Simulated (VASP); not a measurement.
# BP (I-4m2) in VASP: a series of runs, part 2 of 2

VASP 6.6.1.

## (3) Single point, PBEsol (in-plane strain +0.01)

Input file INCAR:

```
SYSTEM = BP
PREC = Accurate
ENCUT = 520
EDIFF = 1E-6
ISMEAR = 0
SIGMA = 0.01
LREAL = .FALSE.
LASPH = .TRUE.
NELM = 100
ALGO = Normal
ISIF = 2
LWAVE = .FALSE.
LCHARG = .FALSE.
GGA = PS
NBANDS = 11
```

Input file KPOINTS:

```
Automatic mesh
0
G
  8 8 8
  0 0 0
```

Input file POSCAR:

```
BP
1.0
    2.2826725682      2.2826725682      0.0000000000
   -2.2826725682      2.2826725682      0.0000000000
    0.0000000000      2.2826725682      2.2465114186
B P
1 1
Direct
    0.0000000000      0.0000000000      0.0000000000
    0.7500000000      0.2500000000      0.5000000000
```

Potentials or basis: VASP PAW PBE potentials, release 64 (B, P).

Run with:

```
cat potpaw_PBE.64/B/POTCAR potpaw_PBE.64/P/POTCAR > POTCAR
mpirun -np 1 vasp_std > vasp.out
```

Wall time 16 s (1 thread of AMD EPYC 7R43 (Zen 3), shared host); peak memory 0.09 GiB.

The run converged. Its results:

```
Free energy            : -13.6664 eV
Pressure               : -2.2 GPa
Band gap on the k mesh : 0.93 eV, indirect (least direct gap 3.19 eV)
```

Stress tensor (GPa, compression positive):
```
-3.54  0.00  0.00
 0.00 -3.54  0.00
 0.00  0.00  0.55
```

Levels at points of the mesh, in eV from the valence-band top:
```tsv
k point	band 1	band 2	band 3	band 4	band 5	band 6	band 7	band 8	band 9
(0.00, 0.00, 0.00)	-15.58	-0.15	-0.15	0.00	3.19	3.28	3.28	7.21	11.13
(0.50, 0.00, 0.00)	-12.24	-9.18	-1.97	-1.77	3.58	4.47	4.66	9.82	14.27
(0.50, 0.50, 0.00)	-10.77	-8.74	-4.20	-4.17	1.19	1.49	11.80	12.13	14.91
(0.00, 0.00, 0.50)	-10.61	-8.59	-4.35	-4.35	1.01	1.27	11.97	11.97	15.11
```

Caveat: the cell differs from its parent crystal (in-plane strain +0.01); the PAW data sets were made with another functional, which shifts forces and pressure a little. A k mesh can miss the band edges.

## (4) Single point, PBEsol (film at in-plane strain +0.01)

Input file INCAR:

```
SYSTEM = BP
  PREC = Accurate
  ENCUT = 520
  EDIFF = 1E-7
  ISMEAR = 0
  SIGMA = 0.01
  LREAL = .False.
  LASPH = .True.
  NELM = 80
  ALGO = Normal
  ISIF = 2
  LWAVE = .False.
  LCHARG = .False.
  GGA = PS
  NBANDS = 11
```

Input file KPOINTS:

```
regular mesh
0
Gamma
  8 8 8
  0 0 0
```

POSCAR, as its differences from that of step 3:

```diff
@@ -4,3 +4,3 @@
    -2.2826725682      2.2826725682      0.0000000000
-    0.0000000000      2.2826725682      2.2465114186
+    0.0000000000      2.2826725682      2.2495677310
 B P
```

Potentials or basis: VASP PAW PBE potentials, release 64 (B, P).

Run with:

```
cat potpaw_PBE.64/B/POTCAR potpaw_PBE.64/P/POTCAR > POTCAR
mpirun -np 1 vasp_std > vasp.out
```

OUTCAR:

```text
SYSTEM = BP
   PREC = Accurate
   ENCUT = 520
   EDIFF = 1E-7
   ISMEAR = 0
   LREAL = .False.
   LASPH = .True.
   NELM = 80
   ISIF = 2
   GGA = PS

 ion  position               nearest neighbor table
   1  0.000  0.000  0.000-   2 1.97   2 1.97   2 1.97   2 1.97
   2  0.750  0.250  0.500-   1 1.97   1 1.97   1 1.97   1 1.97

  LATTYP: Found a body centered tetragonal cell.
 ALAT       =     3.2281865044
 C/A-ratio  =     1.3937036958

  Lattice vectors:

 A1 = (   2.2826725682,   0.0000000000,  -2.2495677310)
[... 514 lines left out ...]
      7      13.0646      0.00000
      8      16.1858      0.00000
      9      17.1674      0.00000
     10      20.4317      0.00000
     11      22.0033      0.00000

 [... further k-points ...]
[... 5 lines left out ...]
  --------------------------------------------------------------------------------------
  -------------------------------------------------------------------------------------
  Total       -0.5329417     -0.5329417      0.0150021      0.0000000      0.0000000     -0.0000000
  in kB      -36.4228571    -36.4228571      1.0252906      0.0000000      0.0000000     -0.0000000
  external PRESSURE =     -23.9401412 kB  Pullay stress =       0.0000000 kB

 VOLUME and BASIS-vectors are now :
 -----------------------------------------------------------------------------
  energy-cutoff  :      520.00
  volume of cell :       23.44
      direct lattice vectors                 reciprocal lattice vectors
     2.282672568  2.282672568  0.000000000     0.219041490  0.219041490 -0.222264924
    -2.282672568  2.282672568  0.000000000    -0.219041490  0.219041490 -0.222264924
     0.000000000  2.282672568  2.249567731     0.000000000  0.000000000  0.444529847

 POSITION                                       TOTAL-FORCE (eV/Angst)
 -----------------------------------------------------------------------------------
      0.00000      0.00000      0.00000        -0.000000      0.000000      0.000000
      1.14134      3.42401      1.12478         0.000000     -0.000000      0.000000
 -----------------------------------------------------------------------------------
    total drift:                                0.000000      0.000000     -0.000000

  FREE ENERGIE OF THE ION-ELECTRON SYSTEM (eV)
  ---------------------------------------------------
  free  energy   TOTEN  =       -13.6665087084 eV

  energy  without entropy=      -13.6665087084  energy(sigma->0) =      -13.66650871
```

stdout:

```text
POSCAR found type information on POSCAR B P
 POSCAR found :  2 types and       2 ions
 scaLAPACK will be used
 -----------------------------------------------------------------------------
|                                                                             |
|                                                                             |
|     You enforced a specific xc type in the INCAR file but a different       |
|     I HOPE YOU KNOW WHAT YOU ARE DOING!                                     |
|                                                                             |
 -----------------------------------------------------------------------------

 LDA part: xc-table for (Slater+PW92), standard interpolation
 POSCAR, INCAR and KPOINTS ok, starting setup
 FFT: planning ... GRIDC
 FFT: planning ... GRID_SOFT
 FFT: planning ... GRID
 WAVECAR not read
 entering main loop
```

It took 16 s on 1 thread of AMD EPYC 7R43 (Zen 3), shared host; peak memory 0.1 GiB.

Results:

```
Free energy            : -13.6665 eV
Pressure               : -2.4 GPa
Band gap on the k mesh : 0.95 eV, indirect (least direct gap 3.20 eV)
```

Caveat: the cell differs from its parent crystal (film at in-plane strain +0.01); the PAW data sets were made with another functional, which shifts forces and pressure a little. A k mesh can miss the band edges.

## (5) Single point, PBEsol (in-plane strain +0.02, then relaxed in part)

Input file INCAR:

```
ALGO = Normal ; EDIFF = 1E-6
ENCUT = 520 ; GGA = PS
ISIF = 2 ; ISMEAR = 0
LASPH = T ; LCHARG = F
LREAL = F ; LWAVE = F
NBANDS = 11 ; NELM = 80
PREC = Accurate ; SIGMA = 0.01
```

Input file KPOINTS:

```
k-points
0
Gamma
  8 8 8
```

Input file POSCAR:

```
BP
1.0
    2.3052732867      2.3052732867      0.0000000000
   -2.3052732867      2.3052732867      0.0000000000
    0.0000000000      2.3052732867      2.2388744983
B P
1 1
Direct
    0.0000000000      0.0000000000      0.0000000000
    0.7500000000      0.2500000000      0.5000000000
```

Run with:

```
cat potpaw_PBE.64/B/POTCAR potpaw_PBE.64/P/POTCAR > POTCAR
mpirun -np 1 vasp_std > vasp.out
```

Run time: 14 s. Hardware: 1 thread of AMD EPYC 7R43 (Zen 3), shared host; peak memory 0.1 GiB.

It converged, with:

```yaml
Free_energy: -13.6509 eV
Pressure: -4.7 GPa
Band_gap_on_the_k_mesh: 0.75 eV, indirect (least direct gap 3.04 eV)
```

Stress tensor (GPa, compression positive):
```
-7.15  0.00  0.00
 0.00 -7.15  0.00
 0.00  0.00  0.10
```

Levels at points of the mesh, in eV from the valence-band top:
| k point | band 2 | band 3 | band 4 | band 5 | band 6 | band 7 |
| --- | --- | --- | --- | --- | --- | --- |
| (0.00, 0.00, 0.00) | -0.27 | -0.27 | 0.00 | 3.04 | 3.21 | 3.21 |
| (0.50, 0.00, 0.00) | -9.15 | -2.11 | -1.75 | 3.35 | 4.31 | 4.69 |
| (0.50, 0.50, 0.00) | -8.77 | -4.19 | -4.13 | 1.19 | 1.49 | 11.43 |
| (0.00, 0.00, 0.50) | -8.51 | -4.46 | -4.46 | 0.86 | 1.08 | 11.73 |

Caveat: the cell differs from its parent crystal (in-plane strain +0.02, then relaxed in part); the PAW data sets were made with another functional, which shifts forces and pressure a little.

## (6) Single point, PBEsol (in-plane strain +0.02)

Input file INCAR:

```
PREC = Accurate
ENCUT = 520
EDIFF = 1E-7
ISMEAR = 0
SIGMA = 0.01
LREAL = F
LASPH = T
NELM = 100
ALGO = Normal
ISIF = 2
LWAVE = F
LCHARG = F
GGA = PS
NBANDS = 11
```

Input file KPOINTS:

```
Automatic mesh
0
Gamma
  8 8 8
```

POSCAR, as its differences from that of step 5:

```diff
@@ -4,3 +4,3 @@
    -2.3052732867      2.3052732867      0.0000000000
-    0.0000000000      2.3052732867      2.2388744983
+    0.0000000000      2.3052732867      2.2329509875
 B P
```

Potentials or basis: VASP PAW PBE potentials, release 64 (B, P).

Run with:

```
cat potpaw_PBE.64/B/POTCAR potpaw_PBE.64/P/POTCAR > POTCAR
mpirun -np 1 vasp_std > vasp.out
```

It took 16 s on 1 thread of AMD EPYC 7R43 (Zen 3), shared host; peak memory 0.1 GiB.

The run converged. Its results:

```
Free energy            : -13.6507 eV
Pressure               : -4.3 GPa
Band gap on the k mesh : 0.71 eV, indirect (least direct gap 3.02 eV)
```

Stress tensor (GPa, compression positive):
```
-6.96  0.00  0.00
 0.00 -6.96  0.00
 0.00  0.00  0.93
```

Levels at points of the mesh, in eV from the valence-band top:
```tsv
k point	band 1	band 2	band 3	band 4	band 5	band 6	band 7	band 8	band 9
(0.00, 0.00, 0.00)	-15.56	-0.30	-0.30	0.00	3.02	3.20	3.20	6.89	10.94
(0.50, 0.00, 0.00)	-12.27	-9.18	-2.14	-1.75	3.33	4.28	4.71	9.69	13.86
(0.50, 0.50, 0.00)	-10.86	-8.81	-4.20	-4.14	1.18	1.48	11.41	12.03	14.51
(0.00, 0.00, 0.50)	-10.56	-8.53	-4.50	-4.50	0.82	1.04	11.74	11.74	14.95
```

Caveat: the cell differs from its parent crystal (in-plane strain +0.02); the PAW data sets were made with another functional, which shifts forces and pressure a little. A k mesh can miss the band edges.

## (7) The runs side by side

```tsv
cell	gap on the mesh (eV)	pressure (GPa)
a = 3.228, b = 3.228, c = 3.205 Å, angles 59.8, 59.8, 90.0°, 2 atoms	0.95	-2.4
a = 3.228, b = 3.228, c = 3.203 Å, angles 59.7, 59.7, 90.0°, 2 atoms	0.93	-2.2
a = 3.260, b = 3.260, c = 3.214 Å, angles 59.5, 59.5, 90.0°, 2 atoms	0.75	-4.7
a = 3.260, b = 3.260, c = 3.209 Å, angles 59.5, 59.5, 90.0°, 2 atoms	0.71	-4.3
```

Alike in all rows: task single point; level PBEsol; potentials or basis VASP PAW PBE potentials, release 64 (B, P); no spin polarisation; k mesh 8 × 8 × 8; cutoff (eV) 520; smearing gaussian 0.01 eV.

Caveats: the PAW data sets were made with another functional, which shifts forces and pressure a little.

Absolute energies hang on the potentials; compare differences alone.
